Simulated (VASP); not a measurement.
# ZnS: relaxation of cell and atoms with r2SCAN

Crystal: ZnS.

```
Zn S
1.0
     0.00000    2.69997    2.69997
     2.69997    0.00000    2.69997
     2.69997    2.69997    0.00000
Zn S
1 1
Direct
  0.00000 0.00000 0.00000
  0.25000 0.25000 0.25000
```

* Program: VASP 6.6.1
* Task: relaxation of cell and atoms
* Functional: r2SCAN
* Potentials or basis: VASP PAW PBE potentials, release 64 (Zn, S)
* Cutoff: 600 eV
* k mesh: 8 × 8 × 8
* Occupations: gaussian, width 0.02 eV
* Spin: no spin polarisation
* Dipole correction: no
* Further INCAR settings: ALGO = Normal; EDIFF = 1e-06; IBRION = 2; EDIFFG = -0.01; NSW = 80; ISIF = 3

| Quantity | Value |
| --- | --- |
| Relaxed volume | 19.57 Å³/atom |
| Relaxed cell | a = 3.811 Å, b = 3.811 Å, c = 3.811 Å, α = 60.00°, β = 60.00°, γ = 60.00° |
| Space group after relaxing (to 0.05 Å) | F-43m (No. 216) |
| Energy gained by relaxing | 0.2 meV/atom |
| Ionic steps | 4 |
| Pressure after relaxing | 0.0 GPa |
| Band gap on the k mesh | 2.71 eV, direct |

The path:
| step | energy change (eV) | largest force (eV/Å) | pressure (GPa) | volume (Å³) |
| --- | --- | --- | --- | --- |
| 1 | 0.0000 | 0.0000 | -0.44 | 39.36 |
| 2 | -0.0004 | 0.0000 | 0.17 | 39.06 |
| 3 | -0.0004 | 0.0000 | 0.09 | 39.10 |
| 4 | -0.0004 | 0.0000 | 0.00 | 39.15 |

Final structure:
```
CELL_PARAMETERS angstrom
0.00000 2.69501 2.69501
2.69501 0.00000 2.69501
2.69501 2.69501 0.00000
ATOMIC_POSITIONS crystal
Zn 0.00000 0.00000 0.00000
S 0.25000 0.25000 0.25000
```

Levels at points of the mesh, in eV from the valence-band top:
```
           k point  band 7  band 8  band 9  band 10  band 11  band 12
(0.00, 0.00, 0.00)    0.00    0.00    0.00     2.71     6.90     6.90
(0.50, 0.00, 0.00)   -5.45   -0.90   -0.90     3.83     7.39     7.39
(0.50, 0.50, 0.00)   -4.64   -2.31   -2.31     3.71     4.48    11.82
```

Run time: 86 s on 1 thread of Intel(R) Xeon(R) Platinum 8559C (Emerald Rapids), on a shared host, peak memory 0.2 GiB.

Caveat: the PAW data sets were made with another functional, which shifts forces and pressure a little. r2SCAN opens gaps a little over a GGA but as a rule still falls short of measured ones.
